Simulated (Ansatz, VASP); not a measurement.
**Two plane-wave programs on AlN**

Contents of INCAR:

```
SYSTEM = AlN
PREC     = Accurate       ! precision mode
ENCUT    = 520            ! plane-wave cutoff, eV
EDIFF    = 1E-6           ! SCF threshold, eV
ISMEAR   = 0              ! smearing method
SIGMA    = 0.05           ! smearing width, eV
LREAL    = .FALSE.        ! projectors in reciprocal space
LASPH    = .TRUE.         ! aspherical terms in the spheres
NELM     = 80             ! most SCF steps
ALGO     = Normal         ! electronic algorithm
ISIF     = 2              ! what is computed and relaxed
LWAVE    = .FALSE.        ! write WAVECAR
LCHARG   = .FALSE.        ! write CHGCAR
GGA      = PE             ! functional
NBANDS   = 26             ! bands
```

KPOINTS

```
Automatic mesh
0
G
  8 6 4
  0 0 0
```

POSCAR

```
AlN
1.0
   -3.3134793387      0.0000000000      0.0000000000
    0.0000000000      0.0000000000     -4.1875902400
    0.0000000000     -5.7391145645      0.0000000000
Al N
4 4
Direct
    0.5000000000      0.2346278035      0.1666666667
    0.0000000000      0.2346278035      0.6666666667
    0.0000000000      0.7346278035      0.3333333333
    0.5000000000      0.7346278035      0.8333333333
    0.5000000000      0.7796113022      0.1666666667
    0.0000000000      0.7796113022      0.6666666667
    0.0000000000      0.2796113022      0.3333333333
    0.5000000000      0.2796113022      0.8333333333
```

Input for Ansatz:

```yaml
crystal:
  lattice:
    - [-3.3134793387, 0.0, 0.0]
    - [0.0, 0.0, -4.18759024]
    - [0.0, -5.7391145645, 0.0]
  atoms:
    - { symbol: Al, position: [0.5, 0.2346278035, 0.1666666667] }
    - { symbol: Al, position: [0.0, 0.2346278035, 0.6666666667] }
    - { symbol: Al, position: [0.0, 0.7346278035, 0.3333333333] }
    - { symbol: Al, position: [0.5, 0.7346278035, 0.8333333333] }
    - { symbol: "N", position: [0.5, 0.7796113022, 0.1666666667] }
    - { symbol: "N", position: [0.0, 0.7796113022, 0.6666666667] }
    - { symbol: "N", position: [0.0, 0.2796113022, 0.3333333333] }
    - { symbol: "N", position: [0.5, 0.2796113022, 0.8333333333] }
basis:
  ecutwfc: 520.0
kpoints:
  mp_grid: { grid: [8, 6, 4] }
hamiltonian:
  xc: pbe
  pseudopotentials: { kind: paw, azcp: { folder: soft_1 } }
scf:
  occupations: { method: gaussian, width: 0.05 }
output:
  forces: true
  stress: true
  eigenvalues: true
```

Change from the starting cell: mode 4 frozen in at +0.000 Å and mode 5 at -0.124 Å (largest displacements).

Alike in both runs: task single point; functional PBE; k mesh 8 × 6 × 4; occupations gaussian, width 0.05 eV; no spin polarisation.

|  | VASP | Ansatz |
| --- | --- | --- |
| version | VASP 6.6.1 | Ansatz 0.2.0 |
| potentials or method | VASP PAW PBE potentials, release 64 (Al, N), cutoff 520 eV | scalar-relativistic, plane waves, PAW |
| valence electrons in the cell | 32 | 32 |

```tsv
	VASP	Ansatz	Ansatz less VASP
gap on the k mesh at the Fermi level (eV)	3.42	3.41	-0.009
least direct gap on the mesh (eV)	3.42	3.41	-0.009
pressure (GPa)	3.0	3.1	+0.18
traceless stress, the component that is largest in VASP (GPa)	10.50	10.35	-0.153
rms of the force components (eV/Å)	0.344	0.342	-0.0016
```

Atom by atom the forces differ by 0.002 eV/Å (rms over components).
